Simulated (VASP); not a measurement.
# P in VASP: a series of runs

Runs on P. Level: r2SCAN. Tasks: single point.

Program: VASP 6.6.1. These are calculated values, not measurements. Logs are shortened: lines on timing, memory, paths and dates and some standing lists are left out, and cuts for length are marked.

### 1 The cell of the first run

The cell holds a slab with vacuum, 4 atoms: a = 3.266 Å, b = 34.597 Å, c = 4.775 Å, α = 90.00°, β = 90.00°, γ = 90.00°.

### 2 Single point, r2SCAN (uniaxial strain along c: +3.0 %)

The input, POSCAR:

```
P
1.0
    3.2658064023      0.0000000000      0.0000000000
    0.0000000000     34.5971612809      0.0000000000
    0.0000000000      0.0000000000      4.7752118947
P
4
Direct
    0.0000000000      0.9701523613      0.5935437164
    0.0000000000      0.0298476387      0.4064562836
    0.5000000000      0.0298476387      0.0935437164
    0.5000000000      0.9701523613      0.9064562836
```

The input, INCAR.step1:

```
SYSTEM = P
ALGO = Normal
EDIFF = 1E-4
ENCUT = 520
GGA = PE
ISMEAR = 0
LASPH = .True.
LCHARG = .False.
LREAL = .False.
LWAVE = .True.
NBANDS = 18
NELM = 80
PREC = Accurate
SIGMA = 0.02
```

The input, INCAR.step2:

```
SYSTEM = P
ALGO = Normal
EDIFF = 1E-6
ENCUT = 520
ISIF = 2
ISMEAR = 0
ISTART = 1
LASPH = .True.
LCHARG = .False.
LMIXTAU = .True.
LREAL = .False.
LWAVE = .False.
METAGGA = R2SCAN
NBANDS = 18
NELM = 80
PREC = Accurate
SIGMA = 0.02
```

The input, KPOINTS:

```
k-points
0
Gamma
  8 1 6
  0 0 0
```

Potentials or basis: VASP PAW PBE potentials, release 64 (P).

Launch:

```sh
> cat potpaw_PBE.64/P/POTCAR > POTCAR
> cp INCAR.step1 INCAR
> mpirun -np 1 vasp_std > vasp.out
> cp INCAR.step2 INCAR
> mpirun -np 1 vasp_std > vasp.out
```

OUTCAR:

```text
SYSTEM = P
   EDIFF = 1E-6
   ENCUT = 520
   ISIF = 2
   ISMEAR = 0
   ISTART = 1
   LASPH = .True.
   LREAL = .False.
   METAGGA = R2SCAN
   NELM = 80
   PREC = Accurate

 ion  position               nearest neighbor table
   1  0.000  0.970  0.594-   4 2.21   4 2.21   2 2.25
   2  0.000  0.030  0.406-   3 2.21   3 2.21   1 2.25
   3  0.500  0.030  0.094-   2 2.21   2 2.21   4 2.25
   4  0.500  0.970  0.906-   1 2.21   1 2.21   3 2.25

  LATTYP: Found a simple orthorhombic cell.
 ALAT       =     3.2658064023
 B/A-ratio  =     1.4621846204
 C/A-ratio  =    10.5937575652

  Lattice vectors:

 A1 = (  -3.2658064023,   0.0000000000,   0.0000000000)
 A2 = (   0.0000000000,   0.0000000000,   4.7752118947)
 A3 = (   0.0000000000,  34.5971612809,   0.0000000000)

Analysis of symmetry for initial positions (statically):
=====================================================================
 Subroutine PRICEL returns:
 Original cell was already a primitive cell.

 Routine SETGRP: Setting up the symmetry group for a
 simple orthorhombic supercell.

 Subroutine GETGRP returns: Found  8 space group operations
 (whereof  4 operations were pure point group operations)
 out of a pool of  8 trial point group operations.

The static configuration has the point symmetry C_2h.
 The point group associated with its full space group is D_2h.

Analysis of symmetry for dynamics (positions and initial velocities):
=====================================================================
 Subroutine PRICEL returns:
 Original cell was already a primitive cell.

 Routine SETGRP: Setting up the symmetry group for a
 simple orthorhombic supercell.

 Subroutine GETGRP returns: Found  8 space group operations
 (whereof  4 operations were pure point group operations)
 out of a pool of  8 trial point group operations.

The dynamic configuration has the point symmetry C_2h.
 The point group associated with its full space group is D_2h.

 Subroutine INISYM returns: Found  8 space group operations
 (whereof  4 operations are pure point group operations),
 and found     1 'primitive' translations

----------------------------------------------------------------------------------------

                                     Primitive cell

[... 86 lines left out ...]
   LASPH  =      T    aspherical Exc in radial PAW
   ENCUT  =  520.0 eV  38.22 Ry    6.18 a.u.   6.07 64.33  8.88*2*pi/ulx,y,z
   NELM   =     80;   NELMIN=  2; NELMDL=  0     # of ELM steps
   EDIFF  = 0.1E-05   stopping-criterion for ELM
   LREAL  =      F    real-space projection
   EDIFFG = 0.1E-04   stopping-criterion for IOM
   NSW    =      0    number of steps for IOM
   IBRION =     -1    ionic relax: 0-MD 1-quasi-New 2-CG
   NFREE  =      0    steps in history (QN), initial steepest desc. (CG)
   ISIF   =      2    stress and relaxation
   ISYM   =      2    0-nonsym 1-usesym 2-fastsym
   POTIM  = 0.5000    time-step for ionic-motion
   TEBEG  =    0.0;   TEEND  =   0.0 temperature during run
   PSTRESS=    0.0 pullay stress
   NELECT =      20.0000    total number of electrons
   NUPDOWN=      -1.0000    fix difference up-down
   EMIN   =  10.00;   EMAX   =-10.00  energy-range for DOS
   EFERMI =   0.00;   METHOD = LEGACY
   ISMEAR =     0;   SIGMA  =   0.02  broadening in eV -4-tet -1-fermi 0-gaus
   EFERMI_NEDOS =   21; number of points for ismear=-14 and -15
   IALGO  =     38    algorithm
   IMIX   =      4    mixing-type and parameters
     AMIX     =   0.40;   BMIX     =  1.00
     AMIX_MAG =   1.60;   BMIX_MAG =  1.00
  volume/ion in A,a.u.               =     134.88       910.25
  Fermi-wavevector in a.u.,A,eV,Ry     =   0.545855  1.031516  4.053955  0.297957
  Thomas-Fermi vector in A             =   1.575406
   LORBIT       =      0    0 simple, 1 ext, 2 COOP (PROOUT), +10 PAW based schemes
   METAGGA = R2SCAN    functional components
   LHFCALC =     F    Hartree Fock is set to
   AEXX    =    0.0000 exact exchange contribution
   IVDW    =     0    specifies the selected vdW correction
   LEPSILON=     F    determine dielectric tensor
   LRPA    =     F    only Hartree local field effects (RPA)
 non-spin polarized calculation
 Gauss-broadening in eV      SIGMA  =   0.02
  energy-cutoff  :      520.00
  volume of cell :      539.54
 maximum number of plane-waves:     14636
   NGX = 13   NGY =129   NGZ = 17

 number of electron      19.9999999 magnetization

 Free energy of the ion-electron system (eV)
  ---------------------------------------------------
  ext. energy  EPLUGINS =         0.00000000
  ---------------------------------------------------
  free energy    TOTEN  =       -35.76977020 eV

  energy without entropy =      -35.76977020  energy(sigma->0) =      -35.76977020

 E-fermi :  -3.6433     XC(G=0):  -1.7147

 val. band max:       -3.7552438439   @ k =   0.0000   0.0000   0.0000
 cond. band min:      -2.4816066102   @ k =   0.0000   0.0000   0.0000
 fundamental gap:      1.2736372337
 Fermi energy:        -3.6433325626

 k-point     1 :       0.0000    0.0000    0.0000
  band No.  band energies     occupation
      1     -19.4193      2.00000
      2     -16.8832      2.00000
      3     -13.5585      2.00000
      4      -9.6683      2.00000
      5      -8.6595      2.00000
      6      -8.3817      2.00000
[... 397 lines left out ...]
      5      -8.9257      2.00000
      6      -8.9257      2.00000
[... 10 lines left out ...]
     17       3.4072      0.00000
     18       3.4072      0.00000

------------------------ aborting loop because EDIFF is reached ----------------------------------------

  FORCE on cell =-STRESS in cart. coord.  units (eV):
  Direction    XX          YY          ZZ          XY          YZ          ZX
  --------------------------------------------------------------------------------------
  -------------------------------------------------------------------------------------
  Total       -0.1340873     -0.1499886     -1.6696903      0.0000000      0.0000000      0.0000000
  in kB       -0.3981757     -0.4453950     -4.9581876      0.0000000      0.0000000      0.0000000
  external PRESSURE =      -1.9339195 kB  Pullay stress =       0.0000000 kB

 VOLUME and BASIS-vectors are now :
 -----------------------------------------------------------------------------
  energy-cutoff  :      520.00
  volume of cell :      539.54
      direct lattice vectors                 reciprocal lattice vectors
     3.265806402  0.000000000  0.000000000     0.306203086  0.000000000  0.000000000
     0.000000000 34.597161281  0.000000000     0.000000000  0.028904106  0.000000000
     0.000000000  0.000000000  4.775211895     0.000000000  0.000000000  0.209414791

 POSITION                                       TOTAL-FORCE (eV/Angst)
 -----------------------------------------------------------------------------------
      0.00000     33.56452      2.83430         0.000000      0.031955      0.287437
      0.00000      1.03264      1.94091         0.000000     -0.031955     -0.287437
      1.63290      1.03264      0.44669         0.000000     -0.031955      0.287437
      1.63290     33.56452      4.32852        -0.000000      0.031955     -0.287437
 -----------------------------------------------------------------------------------
    total drift:                               -0.000000      0.000000     -0.000000

  FREE ENERGIE OF THE ION-ELECTRON SYSTEM (eV)
  ---------------------------------------------------
  free  energy   TOTEN  =       -35.7697702037 eV

  energy  without entropy=      -35.7697702037  energy(sigma->0) =      -35.76977020
```

OUTCAR.step1:

```text
SYSTEM = P
   EDIFF = 1E-4
   ENCUT = 520
   GGA = PE
   ISMEAR = 0
[... 645 lines left out ...]
      0.00000     33.56452      2.83430         0.000000     -0.122643      0.027269
      0.00000      1.03264      1.94091         0.000000      0.122643     -0.027269
      1.63290      1.03264      0.44669         0.000000      0.122643      0.027269
      1.63290     33.56452      4.32852         0.000000     -0.122643     -0.027269
 -----------------------------------------------------------------------------------
    total drift:                               -0.000000      0.000000     -0.000000

  FREE ENERGIE OF THE ION-ELECTRON SYSTEM (eV)
  ---------------------------------------------------
  free  energy   TOTEN  =       -21.4540030047 eV

  energy  without entropy=      -21.4540030047  energy(sigma->0) =      -21.45400300
```

OSZICAR.step1:

```text
N       E                     dE             d eps       ncg     rms          rms(c)
DAV:   1     0.137138523717E+03    0.13714E+03   -0.55376E+03   728   0.721E+02
DAV:   2    -0.316931198539E+01   -0.14031E+03   -0.13080E+03  1232   0.130E+02
DAV:   3    -0.212613011789E+02   -0.18092E+02   -0.18004E+02   972   0.568E+01
DAV:   4    -0.216497474697E+02   -0.38845E+00   -0.38715E+00  1014   0.108E+01
DAV:   5    -0.216621524854E+02   -0.12405E-01   -0.12400E-01  1086   0.183E+00    0.103E+01
DAV:   6    -0.215187413440E+02    0.14341E+00   -0.86010E-02   962   0.144E+00    0.608E+00
DAV:   7    -0.214546897501E+02    0.64052E-01   -0.15310E-01   936   0.193E+00    0.304E-01
DAV:   8    -0.214540918838E+02    0.59787E-03   -0.12106E-02   942   0.612E-01    0.178E-01
DAV:   9    -0.214540030047E+02    0.88879E-04   -0.64474E-04  1138   0.140E-01
   1 F= -.21454003E+02 E0= -.21454003E+02  d E =-.144730E-28
```

Run time: 15 min. Hardware: 1 thread of AMD EPYC 9R45 (Zen 5), shared host; peak memory 0.6 GiB.

What came out:

```yaml
Free_energy: -35.7698 eV
Largest_force: 0.289 eV/Å
Band_gap_on_the_k_mesh: 1.27 eV
```

Forces in eV/Å, atoms in the order of the input:
```
P    0.000  0.032  0.287
P    0.000 -0.032 -0.287
P    0.000 -0.032  0.287
P    0.000  0.032 -0.287
```

Caveat: the cell differs from its parent crystal (uniaxial strain along c: +3.0 %); there is no dipole correction, which matters where the two faces differ; the PAW data sets were made with another functional, which shifts forces and pressure a little.

### 3 Single point, r2SCAN (uniaxial strain along c: +3.0 %, then relaxed in part)

The input, POSCAR:

```
P
1.0
    3.2765729319      0.0000000000      0.0000000000
    0.0000000000     34.5968157439      0.0000000000
    0.0000000000      0.0000000000      4.7752118947
P
4
Direct
    0.0000000000      0.9701826250      0.5955682582
    0.0000000000      0.0298173750      0.4044317418
    0.5000000000      0.0298173750      0.0955682582
    0.5000000000      0.9701826250      0.9044317418
```

The input, INCAR.step1:

```
SYSTEM = P
  PREC = Accurate
  ENCUT = 520
  ISMEAR = 0
  SIGMA = 0.02
  LREAL = .FALSE.
  LASPH = .TRUE.
  NELM = 60
  NBANDS = 18
  GGA = PE
  ALGO = Normal
  EDIFF = 1E-4
  LWAVE = .TRUE.
  LCHARG = .FALSE.
```

The input, INCAR.step2:

```
SYSTEM = P
  PREC = Accurate
  ENCUT = 520
  EDIFF = 1E-6
  ISMEAR = 0
  SIGMA = 0.02
  LREAL = .FALSE.
  LASPH = .TRUE.
  NELM = 60
  ALGO = Normal
  ISIF = 2
  LWAVE = .FALSE.
  LCHARG = .FALSE.
  METAGGA = R2SCAN
  LMIXTAU = .TRUE.
  NBANDS = 18
  ISTART = 1
```

The input, KPOINTS:

```
regular mesh
0
G
  8 1 6
  0 0 0
```

Potentials or basis: VASP PAW PBE potentials, release 64 (P).

Launch:

```sh
> cat potpaw_PBE.64/P/POTCAR > POTCAR
> cp INCAR.step1 INCAR
> mpirun -np 1 vasp_std > vasp.out
> cp INCAR.step2 INCAR
> mpirun -np 1 vasp_std > vasp.out
```

Wall time 17 min (1 thread of AMD EPYC 9R45 (Zen 5), shared host); peak memory 0.59 GiB.

It converged, with:

| Property | Result |
| --- | --- |
| Free energy | -35.7763 eV |
| Largest force | 0.097 eV/Å |
| Band gap on the k mesh | 1.22 eV |

Forces on the atoms (eV/Å):
```
P    0.000  0.056  0.079
P    0.000 -0.056 -0.079
P    0.000 -0.056  0.079
P    0.000  0.056 -0.079
```

Levels at points of the mesh, in eV from the valence-band top:
```tsv
k point	band 8	band 9	band 10	band 11	band 12	band 13
(0.00, 0.00, 0.00)	-1.91	-1.60	0.00	1.22	2.00	3.01
(0.50, 0.00, 0.00)	-2.86	-1.94	-1.94	1.40	1.40	2.62
(0.00, 0.00, 0.50)	-2.73	-1.62	-1.62	2.48	2.48	4.09
(0.50, 0.00, 0.50)	-4.52	-1.02	-1.02	2.56	2.56	3.78
```

Caveat: the cell differs from its parent crystal (uniaxial strain along c: +3.0 %, then relaxed in part); there is no dipole correction, which matters where the two faces differ; the PAW data sets were made with another functional, which shifts forces and pressure a little.

### 4 Single point, r2SCAN (biaxial strain in the a-b plane: -3.0 %)

The input, POSCAR:

```
P
1.0
    3.1917704878      0.0000000000      0.0000000000
    0.0000000000     33.8128425304      0.0000000000
    0.0000000000      0.0000000000      4.7195783359
P
4
Direct
    0.0000000000      0.9696963238      0.5917902717
    0.0000000000      0.0303036762      0.4082097283
    0.5000000000      0.0303036762      0.0917902717
    0.5000000000      0.9696963238      0.9082097283
```

The input, INCAR.step1:

```
PREC = Accurate
ENCUT = 520
ISMEAR = 0
SIGMA = 0.02
LREAL = F
LASPH = T
NELM = 60
NBANDS = 18
GGA = PE
ALGO = Normal
EDIFF = 1E-4
LWAVE = T
LCHARG = F
```

The input, INCAR.step2:

```
PREC = Accurate
ENCUT = 520
EDIFF = 1E-6
ISMEAR = 0
SIGMA = 0.02
LREAL = F
LASPH = T
NELM = 60
ALGO = Normal
ISIF = 2
LWAVE = F
LCHARG = F
METAGGA = R2SCAN
LMIXTAU = T
NBANDS = 18
ISTART = 1
```

The input, KPOINTS:

```
regular mesh
0
Gamma
  8 1 6
```

Launch:

```sh
> cat potpaw_PBE.64/P/POTCAR > POTCAR
> cp INCAR.step1 INCAR
> mpirun -np 1 vasp_std > vasp.out
> cp INCAR.step2 INCAR
> mpirun -np 1 vasp_std > vasp.out
```

Run time: 12 min. Hardware: 1 thread of Intel Xeon Platinum 8488C (Sapphire Rapids), shared host; peak memory 0.6 GiB.

The run converged. Its results:

- Free energy: -35.7399 eV
- Largest force: 0.302 eV/Å
- Band gap on the k mesh: 1.22 eV

Forces on the atoms (eV/Å):
```
P    0.000 -0.187  0.237
P    0.000  0.187 -0.237
P    0.000  0.187  0.237
P    0.000 -0.187 -0.237
```

Levels at points of the mesh, in eV from the valence-band top:
| k point | band 6 | band 7 | band 8 | band 9 | band 10 | band 11 | band 12 | band 13 | band 14 | band 15 |
| --- | --- | --- | --- | --- | --- | --- | --- | --- | --- | --- |
| (0.00, 0.00, 0.00) | -4.85 | -3.13 | -1.72 | -1.46 | 0.00 | 1.22 | 2.43 | 3.60 | 3.78 | 4.94 |
| (0.50, 0.00, 0.00) | -5.49 | -2.85 | -2.85 | -1.91 | -1.91 | 1.42 | 1.42 | 2.53 | 2.53 | 4.40 |
| (0.00, 0.00, 0.50) | -3.01 | -2.33 | -2.33 | -1.57 | -1.57 | 2.98 | 2.98 | 4.18 | 4.18 | 4.44 |
| (0.50, 0.00, 0.50) | -5.30 | -4.59 | -4.59 | -0.97 | -0.97 | 2.76 | 2.76 | 3.80 | 3.80 | 5.43 |

Caveat: the cell differs from its parent crystal (biaxial strain in the a-b plane: -3.0 %); there is no dipole correction, which matters where the two faces differ; the PAW data sets were made with another functional, which shifts forces and pressure a little.

### 5 Single point, r2SCAN (biaxial strain in the a-b plane: -1.5 %, then relaxed in part)

The input, POSCAR:

```
P
1.0
    3.2411277633      0.0000000000      0.0000000000
    0.0000000000     34.3357215386      0.0000000000
    0.0000000000      0.0000000000      4.6708093634
P
4
Direct
    0.0000000000      0.9696963238      0.5917902717
    0.0000000000      0.0303036762      0.4082097283
    0.5000000000      0.0303036762      0.0917902717
    0.5000000000      0.9696963238      0.9082097283
```

The input, INCAR.step1:

```
  PREC = Accurate
  ENCUT = 520
  ISMEAR = 0
  SIGMA = 0.02
  LREAL = F
  LASPH = T
  NELM = 100
  NBANDS = 18
  GGA = PE
  ALGO = Normal
  EDIFF = 1E-4
  LWAVE = T
  LCHARG = F
```

The input, INCAR.step2:

```
  PREC = Accurate
  ENCUT = 520
  EDIFF = 1E-6
  ISMEAR = 0
  SIGMA = 0.02
  LREAL = F
  LASPH = T
  NELM = 100
  ALGO = Normal
  ISIF = 2
  LWAVE = F
  LCHARG = F
  METAGGA = R2SCAN
  LMIXTAU = T
  NBANDS = 18
  ISTART = 1
```

KPOINTS is that of step 4.

Launch:

```sh
> cat potpaw_PBE.64/P/POTCAR > POTCAR
> cp INCAR.step1 INCAR
> mpirun -np 1 vasp_std > vasp.out
> cp INCAR.step2 INCAR
> mpirun -np 1 vasp_std > vasp.out
```

It took 12 min on 1 thread of Intel Xeon Platinum 8488C (Sapphire Rapids), shared host; peak memory 0.63 GiB.

The run converged. Its results:

| Item | Value |
| --- | --- |
| Free energy | -35.7801 eV |
| Largest force | 0.104 eV/Å |
| Band gap on the k mesh | 1.08 eV |

Forces on the atoms (eV/Å):
```
P    0.000  0.052  0.091
P    0.000 -0.052 -0.091
P    0.000 -0.052  0.091
P    0.000  0.052 -0.091
```

Levels at points of the mesh, in eV from the valence-band top:
```csv
k point,band 6,band 7,band 8,band 9,band 10,band 11,band 12,band 13,band 14,band 15
"(0.00, 0.00, 0.00)",-4.77,-3.40,-1.78,-1.75,0.00,1.08,2.13,3.25,3.69,4.89
"(0.50, 0.00, 0.00)",-5.37,-2.87,-2.87,-1.98,-1.98,1.43,1.43,2.50,2.50,4.17
"(0.00, 0.00, 0.50)",-3.06,-2.60,-2.60,-1.46,-1.46,2.65,2.65,4.05,4.05,4.20
"(0.50, 0.00, 0.50)",-5.29,-4.65,-4.65,-1.09,-1.09,2.62,2.62,3.98,3.98,5.56
```

Caveat: the cell differs from its parent crystal (biaxial strain in the a-b plane: -1.5 %, then relaxed in part); there is no dipole correction, which matters where the two faces differ; the PAW data sets were made with another functional, which shifts forces and pressure a little.

### 6 Summary

| cell | gap on the mesh (eV) | largest force (eV/Å) |
| --- | --- | --- |
| a = 3.266, b = 34.597, c = 4.775 Å, 4 atoms, atomic positions A | 1.27 | 0.29 |
| a = 3.277, b = 34.597, c = 4.775 Å, 4 atoms, atomic positions B | 1.22 | 0.10 |
| a = 3.192, b = 33.813, c = 4.720 Å, 4 atoms, atomic positions C | 1.22 | 0.30 |
| a = 3.241, b = 34.336, c = 4.671 Å, 4 atoms, atomic positions C | 1.08 | 0.10 |

Alike in all rows: task single point; level r2SCAN; potentials or basis VASP PAW PBE potentials, release 64 (P); no spin polarisation; k mesh 8 × 1 × 6; cutoff (eV) 520; smearing gaussian 0.02 eV.

Caveats: there is no dipole correction, which matters where the two faces differ; the PAW data sets were made with another functional, which shifts forces and pressure a little.

Absolute energies hang on the potentials; compare differences alone.
